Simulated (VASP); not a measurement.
Wanted: the native input for a VASP 6.6.1 run.

| Item | Value |
| --- | --- |
| Task | relaxation of cell and atoms |
| Functional | r2SCAN |
| Potentials or basis | VASP PAW PBE potentials, release 64 (Au) |
| Cutoff | 600 eV |
| k mesh | 18 × 18 × 18 |
| Occupations | gaussian, width 0.1 eV |
| Spin | no spin polarisation |
| Target pressure | 30 GPa |
| Dipole correction | no |
| Further INCAR settings | ALGO = Normal; EDIFF = 1e-06; IBRION = 2; EDIFFG = -0.008; NSW = 70; ISIF = 3 |

The system is Au.

```xyz
1
Lattice="0.0000 1.9699 1.9699 1.9699 0.0000 1.9699 1.9699 1.9699 0.0000" Properties=species:S:1:pos:R:3 pbc="T T T"
Au    0.0000    0.0000    0.0000
```

One way to write it, as run:

POSCAR

```
Au
1.0
    0.0000000000      1.9699098568      1.9699098568
    1.9699098568      0.0000000000      1.9699098568
    1.9699098568      1.9699098568      0.0000000000
Au
1
Direct
    0.0000000000      0.0000000000      0.0000000000
```

INCAR.step1

```
SYSTEM = Au
PREC = Accurate
ENCUT = 600
ISMEAR = 0
SIGMA = 0.1
LREAL = .FALSE.
LASPH = .TRUE.
NELM = 100
GGA = PE
ALGO = Normal
EDIFF = 1E-4
LWAVE = .TRUE.
LCHARG = .FALSE.
```

INCAR.step2

```
SYSTEM = Au
PREC = Accurate
ENCUT = 600
EDIFF = 1E-6
ISMEAR = 0
SIGMA = 0.1
LREAL = .FALSE.
LASPH = .TRUE.
NELM = 100
ALGO = Normal
ISIF = 3
LWAVE = .FALSE.
LCHARG = .FALSE.
METAGGA = R2SCAN
LMIXTAU = .TRUE.
IBRION = 2
NSW = 70
EDIFFG = -0.008
PSTRESS = 300.0
ISTART = 1
```

KPOINTS

```
Automatic mesh
0
G
  18 18 18
  0 0 0
```

Potentials or basis: VASP PAW PBE potentials, release 64 (Au).

Launch:

```sh
$ cat potpaw_PBE.64/Au/POTCAR > POTCAR
$ cp INCAR.step1 INCAR
$ mpirun -np 1 vasp_std > vasp.out
$ cp INCAR.step2 INCAR
$ mpirun -np 1 vasp_std > vasp.out
```

It gave:

The relaxed volume is 15.41 Å³/atom, the relaxed cell is a = 2.793 Å, b = 2.793 Å, c = 2.793 Å, α = 60.00°, β = 60.00°, γ = 60.00° and the space group after relaxing (to 0.05 Å) is Fm-3m (No. 225). The energy change on relaxing (the enthalpy is what falls) is -24.5 meV/atom and the ionic steps are 3. The pressure after relaxing is 30.0 GPa.

Caveat: the cell is relaxed towards a set pressure, so the enthalpy falls and the energy may rise; the PAW data sets were made with another functional, which shifts forces and pressure a little.

Run time: 4.4 min on 1 thread of Intel Xeon 8259CL (shared host), peak memory 0.18 GiB.
